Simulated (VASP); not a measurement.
# SrO (Fm-3m) in VASP: further runs

The runs below take SrO through single point, with PBE+U, r2SCAN+U, PBE+D4+U.

All numbers are computed with VASP 6.6.1; they aren't measurements. Logs are shortened: lines on timing, memory, paths and dates and some standing lists are left out, and cuts for length are marked.

### 1 The cell of the first run

The structure is cubic, space group Fm-3m (No. 225). The conventional cell has a = 5.168 Å, b = 5.168 Å, c = 5.168 Å, α = 90.00°, β = 90.00°, γ = 90.00°. Within 3.4 Å of Sr (site symmetry m-3m) lie 6 O at 2.58 Å. Within 3.4 Å of O (site symmetry m-3m) lie 6 Sr at 2.58 Å.

### 2 Single point, PBE+U

File INCAR:

```
PREC = Accurate ; ENCUT = 600
EDIFF = 1E-6 ; ISMEAR = 0
SIGMA = 0.1 ; LREAL = False
LASPH = True ; NELM = 200
ALGO = Normal ; ISIF = 2
LWAVE = False ; LCHARG = False
LDAU = True ; LDAUTYPE = 2
LDAUL = -1 1 ; LDAUU = 0 5.6
LDAUJ = 0 0 ; LDAUPRINT = 1
GGA = PE ; NBANDS = 15
GGA_COMPAT = False
```

File KPOINTS:

```
Automatic mesh
0
Gamma
  4 4 4
```

File POSCAR:

```
SrO
1.0
    0.0000000000      2.5837846888      2.5837846888
    2.5837846888      0.0000000000      2.5837846888
    2.5837846888      2.5837846888      0.0000000000
Sr O
1 1
Direct
    0.5000000000      0.5000000000      0.5000000000
    0.0000000000      0.0000000000      0.0000000000
```

Potentials or basis: VASP PAW PBE potentials, release 64 (Sr_sv, O).

Run with:

```bash
$ cat potpaw_PBE.64/Sr_sv/POTCAR potpaw_PBE.64/O/POTCAR > POTCAR
$ mpirun -np 1 vasp_std > vasp.out
```

OUTCAR:

```text
PREC = Accurate
   ENCUT = 600
   EDIFF = 1E-6
   ISMEAR = 0
   LREAL = False
   LASPH = True
   NELM = 200
   ISIF = 2
   GGA = PE

 ion  position               nearest neighbor table
   1  0.500  0.500  0.500-   2 2.58   2 2.58   2 2.58   2 2.58   2 2.58   2 2.58
   2  0.000  0.000  0.000-   1 2.58   1 2.58   1 2.58   1 2.58   1 2.58   1 2.58

  LATTYP: Found a face centered cubic cell.
 ALAT       =     5.1675693776

  Lattice vectors:

 A1 = (   0.0000000000,   2.5837846888,   2.5837846888)
 A2 = (   2.5837846888,   0.0000000000,   2.5837846888)
 A3 = (   2.5837846888,   2.5837846888,   0.0000000000)

Analysis of symmetry for initial positions (statically):
=====================================================================
 Subroutine PRICEL returns:
 Original cell was already a primitive cell.

 Routine SETGRP: Setting up the symmetry group for a
 face centered cubic supercell.

 Subroutine GETGRP returns: Found 48 space group operations
 (whereof 48 operations were pure point group operations)
 out of a pool of 48 trial point group operations.

The static configuration has the point symmetry O_h .

Analysis of symmetry for dynamics (positions and initial velocities):
=====================================================================
 Subroutine PRICEL returns:
 Original cell was already a primitive cell.

 Routine SETGRP: Setting up the symmetry group for a
 face centered cubic supercell.

 Subroutine GETGRP returns: Found 48 space group operations
 (whereof 48 operations were pure point group operations)
 out of a pool of 48 trial point group operations.

The dynamic configuration has the point symmetry O_h .

 Subroutine INISYM returns: Found 48 space group operations
 (whereof 48 operations are pure point group operations),
 and found     1 'primitive' translations

----------------------------------------------------------------------------------------

                                     Primitive cell

  volume of cell :      34.4984

  direct lattice vectors                    reciprocal lattice vectors
     0.000000000  2.583784689  2.583784689    -0.193514577  0.193514577  0.193514577
     2.583784689  0.000000000  2.583784689     0.193514577 -0.193514577  0.193514577
     2.583784689  2.583784689  0.000000000     0.193514577  0.193514577 -0.193514577

  length of vectors
     3.654023349  3.654023349  3.654023349     0.335177079  0.335177079  0.335177079

  position of ions in fractional coordinates (direct lattice)
     0.500000000  0.500000000  0.500000000
     0.000000000  0.000000000  0.000000000

  ion indices of the primitive-cell ions
[... 75 lines left out ...]
   IALGO  =     38    algorithm
   IMIX   =      4    mixing-type and parameters
     AMIX     =   0.40;   BMIX     =  1.00
     AMIX_MAG =   1.60;   BMIX_MAG =  1.00
  volume/ion in A,a.u.               =      17.25       116.40
  Fermi-wavevector in a.u.,A,eV,Ry     =   1.267210  2.394679 21.848515  1.605821
  Thomas-Fermi vector in A             =   2.400370
   LORBIT       =      0    0 simple, 1 ext, 2 COOP (PROOUT), +10 PAW based schemes
 LDA+U is selected, type is set to LDAUTYPE =  2
   angular momentum for each species LDAUL =    -1    1
   U (eV)           for each species LDAUU =   0.0  5.6
   J (eV)           for each species LDAUJ =   0.0  0.0
   GGA     = PE    functional components
   LHFCALC =     F    Hartree Fock is set to
   AEXX    =    0.0000 exact exchange contribution
   IVDW    =     0    specifies the selected vdW correction
   LEPSILON=     F    determine dielectric tensor
   LRPA    =     F    only Hartree local field effects (RPA)
 non-spin polarized calculation
 Gauss-broadening in eV      SIGMA  =   0.10
  energy-cutoff  :      600.00
  volume of cell :       34.50
 maximum number of plane-waves:      1174
 NGX is ok and might be reduce to    30
   NGX = 15   NGY = 15   NGZ = 15

 number of electron      15.9999998 magnetization

 Free energy of the ion-electron system (eV)
  ---------------------------------------------------
  ext. energy  EPLUGINS =         0.00000000
  ---------------------------------------------------
  free energy    TOTEN  =        -7.95303053 eV

  energy without entropy =       -7.95303053  energy(sigma->0) =       -7.95303053

 E-fermi :   2.0484     XC(G=0):  -9.9352

 val. band max:        1.4934259772   @ k =   0.0000   0.0000   0.0000
 cond. band min:       4.8611786077   @ k =   0.5000   0.5000   0.0000
 fundamental gap:      3.3677526304
 Fermi energy:         2.0484039950

 k-point     1 :       0.0000    0.0000    0.0000
  band No.  band energies     occupation
      1     -30.8907      2.00000
      2     -13.2554      2.00000
      3     -12.5420      2.00000
      4     -12.5420      2.00000
      5     -12.5420      2.00000
      6       1.4934      2.00000
      7       1.4934      2.00000
      8       1.4934      2.00000
      9       5.5110      0.00000
     10       7.7580      0.00000
     11       7.7580      0.00000
     12       7.7580      0.00000
     13       9.8943      0.00000
     14       9.8943      0.00000
[... 113 lines left out ...]
      2     -14.0229      2.00000
      3     -13.1786      2.00000
      4     -13.1786      2.00000
      5     -11.8504      2.00000
      6       0.4064      2.00000
      7       1.0552      2.00000
      8       1.0552      2.00000
      9       7.5494      0.00000
     10       7.5494      0.00000
     11      10.1188      0.00000
     12      12.5463      0.00000
     13      12.7613      0.00000
     14      14.1846      0.00000
     15      16.0607      0.00000

------------------------ aborting loop because EDIFF is reached ----------------------------------------

  FORCE on cell =-STRESS in cart. coord.  units (eV):
  Direction    XX          YY          ZZ          XY          YZ          ZX
  --------------------------------------------------------------------------------------
  -------------------------------------------------------------------------------------
  Total        0.2127895      0.2127895      0.2127895      0.0000000      0.0000000     -0.0000000
  in kB        9.8823858      9.8823858      9.8823858      0.0000000      0.0000000     -0.0000000
  external PRESSURE =       9.8823858 kB  Pullay stress =       0.0000000 kB

 VOLUME and BASIS-vectors are now :
 -----------------------------------------------------------------------------
  energy-cutoff  :      600.00
  volume of cell :       34.50
      direct lattice vectors                 reciprocal lattice vectors
     0.000000000  2.583784689  2.583784689    -0.193514577  0.193514577  0.193514577
     2.583784689  0.000000000  2.583784689     0.193514577 -0.193514577  0.193514577
     2.583784689  2.583784689  0.000000000     0.193514577  0.193514577 -0.193514577

 POSITION                                       TOTAL-FORCE (eV/Angst)
 -----------------------------------------------------------------------------------
      2.58378      2.58378      2.58378         0.000000     -0.000000     -0.000000
      0.00000      0.00000      0.00000         0.000000      0.000000      0.000000
 -----------------------------------------------------------------------------------
    total drift:                               -0.000000      0.000000      0.000000

  FREE ENERGIE OF THE ION-ELECTRON SYSTEM (eV)
  ---------------------------------------------------
  free  energy   TOTEN  =        -7.9530305291 eV

  energy  without entropy=       -7.9530305291  energy(sigma->0) =       -7.95303053
```

stdout:

```text
POSCAR found type information on POSCAR SrO
 POSCAR found :  2 types and       2 ions
 scaLAPACK will be used
 LDA part: xc-table for (Slater+PW92), standard interpolation
 POSCAR, INCAR and KPOINTS ok, starting setup
 FFT: planning ... GRIDC
 FFT: planning ... GRID_SOFT
 FFT: planning ... GRID
 WAVECAR not read
 entering main loop
```

It took 6.9 s on 1 thread of AMD EPYC 7R43 (Zen 3), shared host; peak memory 0.13 GiB.

Results:

| Item | Value |
| --- | --- |
| Free energy | -7.9530 eV |
| Pressure | 1.0 GPa |
| Band gap on the k mesh | 3.37 eV (least direct gap 3.46 eV) |

Caveat: the k points lie up to 0.53 Å⁻¹ apart.

### 3 Single point, r2SCAN+U

POSCAR is that of step 2.

File INCAR.step1:

```
SYSTEM = SrO
ALGO = Normal ; EDIFF = 1E-5
ENCUT = 660 ; GGA = PE
GGA_COMPAT = .False. ; ISMEAR = 0
LASPH = .True. ; LCHARG = .False.
LDAU = .True. ; LDAUJ = 0 0
LDAUL = -1 1 ; LDAUTYPE = 2
LDAUU = 0 1.1 ; LREAL = .False.
LWAVE = .True. ; NBANDS = 15
NELM = 200 ; PREC = Accurate
SIGMA = 0.1
```

File INCAR.step2:

```
SYSTEM = SrO
ALGO = Normal ; EDIFF = 1E-6
ENCUT = 660 ; GGA_COMPAT = .False.
ISIF = 2 ; ISMEAR = 0
ISTART = 1 ; LASPH = .True.
LCHARG = .False. ; LDAU = .True.
LDAUJ = 0 0 ; LDAUL = -1 1
LDAUPRINT = 1 ; LDAUTYPE = 2
LDAUU = 0 1.1 ; LMIXTAU = .True.
LREAL = .False. ; LWAVE = .False.
METAGGA = R2SCAN ; NBANDS = 15
NELM = 200 ; PREC = Accurate
SIGMA = 0.1
```

File KPOINTS:

```
k-points
0
Gamma
  2 2 2
  0 0 0
```

Potentials or basis: VASP PAW PBE potentials, release 64 (Sr_sv, O).

Run with:

```bash
$ cat potpaw_PBE.64/Sr_sv/POTCAR potpaw_PBE.64/O/POTCAR > POTCAR
$ cp INCAR.step1 INCAR
$ mpirun -np 1 vasp_std > vasp.out
$ cp INCAR.step2 INCAR
$ mpirun -np 1 vasp_std > vasp.out
```

OUTCAR:

```text
SYSTEM = SrO
   EDIFF = 1E-6
   ENCUT = 660
   ISIF = 2
   ISMEAR = 0
   ISTART = 1
   LASPH = .True.
   LREAL = .False.
   METAGGA = R2SCAN
   NELM = 200
   PREC = Accurate

 ion  position               nearest neighbor table
   1  0.500  0.500  0.500-   2 2.58   2 2.58   2 2.58   2 2.58   2 2.58   2 2.58
   2  0.000  0.000  0.000-   1 2.58   1 2.58   1 2.58   1 2.58   1 2.58   1 2.58

  LATTYP: Found a face centered cubic cell.
 ALAT       =     5.1675693776

  Lattice vectors:

 A1 = (   0.0000000000,   2.5837846888,   2.5837846888)
 A2 = (   2.5837846888,   0.0000000000,   2.5837846888)
 A3 = (   2.5837846888,   2.5837846888,   0.0000000000)

Analysis of symmetry for initial positions (statically):
=====================================================================
 Subroutine PRICEL returns:
 Original cell was already a primitive cell.

 Routine SETGRP: Setting up the symmetry group for a
 face centered cubic supercell.

 Subroutine GETGRP returns: Found 48 space group operations
 (whereof 48 operations were pure point group operations)
 out of a pool of 48 trial point group operations.

The static configuration has the point symmetry O_h .

Analysis of symmetry for dynamics (positions and initial velocities):
=====================================================================
 Subroutine PRICEL returns:
 Original cell was already a primitive cell.

 Routine SETGRP: Setting up the symmetry group for a
 face centered cubic supercell.

 Subroutine GETGRP returns: Found 48 space group operations
 (whereof 48 operations were pure point group operations)
 out of a pool of 48 trial point group operations.

The dynamic configuration has the point symmetry O_h .

 Subroutine INISYM returns: Found 48 space group operations
 (whereof 48 operations are pure point group operations),
 and found     1 'primitive' translations

----------------------------------------------------------------------------------------

                                     Primitive cell

  volume of cell :      34.4984
[... 101 lines left out ...]
   LRPA    =     F    only Hartree local field effects (RPA)
 non-spin polarized calculation
 Gauss-broadening in eV      SIGMA  =   0.10
  energy-cutoff  :      660.00
  volume of cell :       34.50
 maximum number of plane-waves:      1363
 NGX is ok and might be reduce to    32
   NGX = 15   NGY = 15   NGZ = 15

 number of electron      16.0000000 magnetization

 Free energy of the ion-electron system (eV)
  ---------------------------------------------------
  ext. energy  EPLUGINS =         0.00000000
  ---------------------------------------------------
  free energy    TOTEN  =       -26.08248880 eV

  energy without entropy =      -26.08248880  energy(sigma->0) =      -26.08248880

 E-fermi :   2.0111     XC(G=0): -10.4848

 val. band max:        1.4424263797   @ k =   0.0000   0.0000   0.0000
 cond. band min:       5.0149886765   @ k =   0.5000   0.5000   0.0000
 fundamental gap:      3.5725622968
 Fermi energy:         2.0111444393

 k-point     1 :       0.0000    0.0000    0.0000
  band No.  band energies     occupation
      1     -32.3214      2.00000
      2     -14.4859      2.00000
      3     -13.3530      2.00000
      4     -13.3530      2.00000
      5     -13.3530      2.00000
      6       1.4424      2.00000
      7       1.4424      2.00000
      8       1.4424      2.00000
      9       5.8630      0.00000
     10       8.0000      0.00000
     11       8.0000      0.00000
     12       8.0000      0.00000
     13      10.2894      0.00000
     14      10.2894      0.00000
[... 23 lines left out ...]
      2     -14.4649      2.00000
      3     -14.2402      2.00000
      4     -13.6929      2.00000
      5     -13.6929      2.00000
      6       0.9573      2.00000
      7       1.3383      2.00000
      8       1.3383      2.00000
      9       5.0150      0.00000
     10       9.7040      0.00000
     11      12.0720      0.00000
     12      12.3020      0.00000
     13      12.8154      0.00000
     14      12.8154      0.00000
     15      15.8503      0.00000

------------------------ aborting loop because EDIFF is reached ----------------------------------------

  FORCE on cell =-STRESS in cart. coord.  units (eV):
  Direction    XX          YY          ZZ          XY          YZ          ZX
  --------------------------------------------------------------------------------------
  -------------------------------------------------------------------------------------
  Total        0.0579905      0.0579905      0.0579905     -0.0000000     -0.0000000      0.0000000
  in kB        2.6932011      2.6932011      2.6932011     -0.0000000     -0.0000000      0.0000000
  external PRESSURE =       2.6932011 kB  Pullay stress =       0.0000000 kB

 VOLUME and BASIS-vectors are now :
 -----------------------------------------------------------------------------
  energy-cutoff  :      660.00
  volume of cell :       34.50
      direct lattice vectors                 reciprocal lattice vectors
     0.000000000  2.583784689  2.583784689    -0.193514577  0.193514577  0.193514577
     2.583784689  0.000000000  2.583784689     0.193514577 -0.193514577  0.193514577
     2.583784689  2.583784689  0.000000000     0.193514577  0.193514577 -0.193514577

 POSITION                                       TOTAL-FORCE (eV/Angst)
 -----------------------------------------------------------------------------------
      2.58378      2.58378      2.58378         0.000000      0.000000      0.000000
      0.00000      0.00000      0.00000        -0.000000     -0.000000     -0.000000
 -----------------------------------------------------------------------------------
    total drift:                                0.000000     -0.000000     -0.000000

  FREE ENERGIE OF THE ION-ELECTRON SYSTEM (eV)
  ---------------------------------------------------
  free  energy   TOTEN  =       -26.0824888032 eV

  energy  without entropy=      -26.0824888032  energy(sigma->0) =      -26.08248880
```

Wall time 22 s (1 thread of AMD EPYC 7R43 (Zen 3), shared host); peak memory 0.15 GiB.

What came out:

| Property | Result |
| --- | --- |
| Free energy | -26.0825 eV |
| Pressure | 0.3 GPa |
| Band gap on the k mesh | 3.57 eV (least direct gap 3.68 eV) |

Caveat: the k points lie up to 1.05 Å⁻¹ apart; the PAW data sets were made with another functional, which shifts forces and pressure a little. A k mesh can miss the band edges.

### 4 Single point, PBE+U

File INCAR:

```
SYSTEM = SrO
  PREC = Accurate
  ENCUT = 600
  EDIFF = 1E-6
  ISMEAR = 0
  SIGMA = 0.1
  LREAL = .False.
  LASPH = .True.
  NELM = 200
  ALGO = Normal
  ISIF = 2
  LWAVE = .False.
  LCHARG = .False.
  LDAU = .True.
  LDAUTYPE = 2
  LDAUL = -1 1
  LDAUU = 0 5.9
  LDAUJ = 0 0
  LDAUPRINT = 1
  GGA = PE
  NBANDS = 15
  GGA_COMPAT = .False.
```

File KPOINTS:

```
Automatic mesh
0
Gamma
  6 6 6
  0 0 0
```

POSCAR is that of step 3.

Run with:

```bash
$ cat potpaw_PBE.64/Sr_sv/POTCAR potpaw_PBE.64/O/POTCAR > POTCAR
$ mpirun -np 1 vasp_std > vasp.out
```

It took 11 s on 1 thread of AMD EPYC 7R43 (Zen 3), shared host; peak memory 0.14 GiB.

It converged, with:

- Free energy: -7.7368 eV
- Pressure: 0.9 GPa
- Band gap on the k mesh: 3.38 eV (least direct gap 3.47 eV)

Levels at points of the mesh, in eV from the valence-band top:
```tsv
k point	band 5	band 6	band 7	band 8	band 9	band 10	band 11	band 12
(0.00, 0.00, 0.00)	-14.02	0.00	0.00	0.00	4.03	6.28	6.28	6.28
(0.50, 0.00, 0.00)	-12.69	-2.10	-1.09	-1.09	6.54	8.47	8.83	8.83
(0.50, 0.50, 0.00)	-14.37	-0.44	-0.09	-0.09	3.38	7.83	10.17	10.33
```

### 5 Single point, PBE+U

File INCAR:

```
  ALGO = Normal
  EDIFF = 1E-6
  ENCUT = 600
  GGA = PE
  GGA_COMPAT = F
  ISIF = 2
  ISMEAR = 0
  LASPH = T
  LCHARG = F
  LDAU = T
  LDAUJ = 0 0
  LDAUL = -1 1
  LDAUPRINT = 1
  LDAUTYPE = 2
  LDAUU = 0 1.4
  LREAL = F
  LWAVE = F
  NBANDS = 15
  NELM = 200
  PREC = Accurate
  SIGMA = 0.1
```

File KPOINTS:

```
k-points
0
Gamma
  6 6 6
```

POSCAR is that of step 4.

Run with:

```bash
$ cat potpaw_PBE.64/Sr_sv/POTCAR potpaw_PBE.64/O/POTCAR > POTCAR
$ mpirun -np 1 vasp_std > vasp.out
```

It took 11 s on 1 thread of AMD EPYC 7R43 (Zen 3), shared host; peak memory 0.14 GiB.

It converged, with:

- Free energy: -11.0264 eV
- Pressure: 1.6 GPa
- Band gap on the k mesh: 3.30 eV (least direct gap 3.39 eV)

Levels at points of the mesh, in eV from the valence-band top:
| k point | band 6 | band 7 | band 8 | band 9 | band 10 | band 11 |
| --- | --- | --- | --- | --- | --- | --- |
| (0.00, 0.00, 0.00) | 0.00 | 0.00 | 0.00 | 3.91 | 6.20 | 6.20 |
| (0.50, 0.00, 0.00) | -2.13 | -1.10 | -1.10 | 6.50 | 8.37 | 8.78 |
| (0.50, 0.50, 0.00) | -0.45 | -0.10 | -0.10 | 3.30 | 7.72 | 10.10 |

### 6 Single point, PBE+D4+U

File INCAR:

```
SYSTEM = SrO
ALGO = Normal ; EDIFF = 1E-6
ENCUT = 600 ; GGA = PE
GGA_COMPAT = .FALSE. ; ISIF = 2
ISMEAR = 0 ; IVDW = 13
LASPH = .TRUE. ; LCHARG = .TRUE.
LDAU = .TRUE. ; LDAUJ = 0 0
LDAUL = -1 1 ; LDAUPRINT = 1
LDAUTYPE = 2 ; LDAUU = 0 4
LELF = .TRUE. ; LREAL = .FALSE.
LVHAR = .TRUE. ; LWAVE = .FALSE.
NBANDS = 15 ; NELECT = 15.75
NELM = 200 ; PREC = Accurate
SIGMA = 0.1
```

File KPOINTS:

```
k-points
0
G
  6 6 6
  0 0 0
```

POSCAR is that of step 5.

Potentials or basis: VASP PAW PBE potentials, release 64 (Sr_sv, O).

Run with:

```bash
$ cat potpaw_PBE.64/Sr_sv/POTCAR potpaw_PBE.64/O/POTCAR > POTCAR
$ mpirun -np 1 vasp_std > vasp.out
```

Wall time 12 s (1 thread of AMD EPYC 7R43 (Zen 3), shared host); peak memory 0.14 GiB.

The run converged. Its results:

```yaml
Free_energy: -9.7861 eV
Dispersion_energy_per_atom: -0.168 eV
```

Levels at points of the mesh, in eV from the Fermi level:
| k point | band 5 | band 6 | band 7 | band 8 | band 9 | band 10 | band 11 | band 12 |
| --- | --- | --- | --- | --- | --- | --- | --- | --- |
| (0.00, 0.00, 0.00) | -13.46 | 0.14 | 0.14 | 0.14 | 4.61 | 6.87 | 6.87 | 6.87 |
| (0.50, 0.00, 0.00) | -12.44 | -1.79 | -0.89 | -0.89 | 7.00 | 9.10 | 9.37 | 9.37 |
| (0.50, 0.50, 0.00) | -13.81 | -0.23 | 0.06 | 0.06 | 4.01 | 8.33 | 10.70 | 10.87 |

Caveat: the cell carries a net charge on a neutralising background, which shifts energy and pressure; the cell is charged against a uniform background, so pressure and absolute levels hang on convention; U without spin polarisation on a metal has little footing.

### 7 The runs side by side

| level | U | k mesh | cutoff (eV) | gap on the mesh (eV) | pressure (GPa) |
| --- | --- | --- | --- | --- | --- |
| PBE+U | O p U = 5.6 eV | 4 × 4 × 4 | 600 | 3.37 | 1.0 |
| r2SCAN+U | O p U = 1.1 eV | 2 × 2 × 2 | 660 | 3.57 | 0.3 |
| PBE+U | O p U = 5.9 eV | 6 × 6 × 6 | 600 | 3.38 | 0.9 |
| PBE+U | O p U = 1.4 eV | 6 × 6 × 6 | 600 | 3.30 | 1.6 |

Alike in all rows: task single point; potentials or basis VASP PAW PBE potentials, release 64 (Sr_sv, O); no spin polarisation; cell as given; smearing gaussian 0.1 eV.

Caveats: some runs use coarse meshes; the PAW data sets were made with another functional, which shifts forces and pressure a little (at least some runs).

Absolute energies hang on the potentials; compare differences alone.
